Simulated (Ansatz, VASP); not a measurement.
C in VASP and in Ansatz

File INCAR:

```
ALGO = Normal
EDIFF = 1E-7
ENCUT = 520
GGA = PE
ISIF = 2
ISMEAR = 0
IVDW = 12
LASPH = T
LCHARG = F
LREAL = F
LWAVE = F
NBANDS = 11
NELM = 80
PREC = Accurate
SIGMA = 0.03
```

The input KPOINTS:

```
k-points
0
Gamma
  16 16 16
```

The input POSCAR:

```
C
1.0
    0.0000000000      2.1759733913      3.4645497982
    1.2569692796      0.0000000000      3.4645497982
    1.2569692796      2.1759733913      0.0000000000
C
2
Direct
    0.1754825005      0.8245174995      0.1754825005
    0.8245174995      0.1754825005      0.8245174995
```

Input for Ansatz:

```yaml
crystal:
  lattice:
    - [0.0, 2.1759733913, 3.4645497982]
    - [1.2569692796, 0.0, 3.4645497982]
    - [1.2569692796, 2.1759733913, 0.0]
  atoms:
    - { symbol: C, position: [0.1754825005, 0.8245174995, 0.1754825005] }
    - { symbol: C, position: [0.8245174995, 0.1754825005, 0.8245174995] }
basis:
  ecutwfc: 520.0
kpoints:
  mp_grid: { grid: [16, 16, 16] }
hamiltonian:
  xc: pbe
  pseudopotentials: { kind: paw, azcp: { folder: soft_1 } }
  dispersion: d3bj
scf:
  occupations: { method: gaussian, width: 0.03 }
output:
  forces: true
  stress: true
  eigenvalues: true
```

Alike in both runs: task single point; functional PBE; dispersion D3(BJ); k mesh 16 × 16 × 16; occupations gaussian, width 0.03 eV; no spin polarisation.

|  | VASP | Ansatz |
| --- | --- | --- |
| version | VASP 6.6.1 | Ansatz 0.2.0 |
| potentials or method | VASP PAW PBE potentials, release 64 (C), cutoff 520 eV | scalar-relativistic, plane waves, PAW |
| valence electrons in the cell | 8 | 8 |

|  | VASP | Ansatz | Ansatz less VASP |
| --- | --- | --- | --- |
| gap on the k mesh at the Fermi level (eV) | none | none | - |
| least direct gap on the mesh (eV) | 0.00 | 0.00 | 0.000 |
| pressure (GPa) | -12.7 | -13.0 | -0.36 |
| traceless stress, the component that is largest in VASP (GPa) | 12.12 | 12.54 | +0.426 |
| rms of the force components (eV/Å) | 1.869 | 1.862 | -0.0073 |

Atom by atom the forces differ by 0.007 eV/Å (rms over components). A gap of «none» marks a metal or a gap that the smearing closes.

A gap of «none» marks a metal or a gap under the smearing width.
